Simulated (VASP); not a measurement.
Crystal: CsSi2.

```
CELL_PARAMETERS angstrom
0.00000 3.32700 3.32700
3.32700 0.00000 3.32700
3.32700 3.32700 0.00000
ATOMIC_POSITIONS crystal
Cs 0.00000 0.00000 0.00000
Si 0.25000 0.25000 0.25000
Si 0.75000 0.75000 0.75000
```

* Program: VASP 6.6.1
* Task: relaxation of cell and atoms
* Functional: PBE
* Potentials or basis: VASP PAW PBE potentials, release 64 (Cs_sv, Si)
* Cutoff: 600 eV
* k mesh: 4 × 4 × 4
* Occupations: gaussian, width 0.1 eV
* Spin: no spin polarisation

At the start: pressure 13.1 GPa; volume 24.55 Å³/atom.

Question: How do energy, volume and symmetry change on relaxing?

Answer: Over 5 steps the energy falls by 299.7 meV/atom and the volume is 35.55 Å³/atom (+44.8 %); space group Fm-3m (No. 225, to 0.1 Å) before and after.

Step by step:
```tsv
step	energy change (eV)	largest force (eV/Å)	pressure (GPa)	volume (Å³)
1	0.0000	0.0000	13.08	73.65
2	-0.8632	0.0000	1.42	97.15
3	-0.8904	0.0000	0.63	101.52
4	-0.8928	0.0000	-0.44	110.67
5	-0.8991	0.0000	-0.05	106.64
```

Final structure:
```
Cs Si
1.0
     0.00000    3.76385    3.76385
     3.76385    0.00000    3.76385
     3.76385    3.76385    0.00000
Cs Si
1 2
Cartesian
  0.0000 0.0000 0.0000
  1.8819 1.8819 1.8819
  5.6458 5.6458 5.6458
```

Caveat: the k points lie up to 0.36 Å⁻¹ apart in the final cell, too coarse for converged energies and pressures of a metal; the volume moved by over 15 % at a fixed basis, so the end points are rough; an odd number of electrons without spin polarisation forces a metal; a magnetic or distorted state may lie lower.
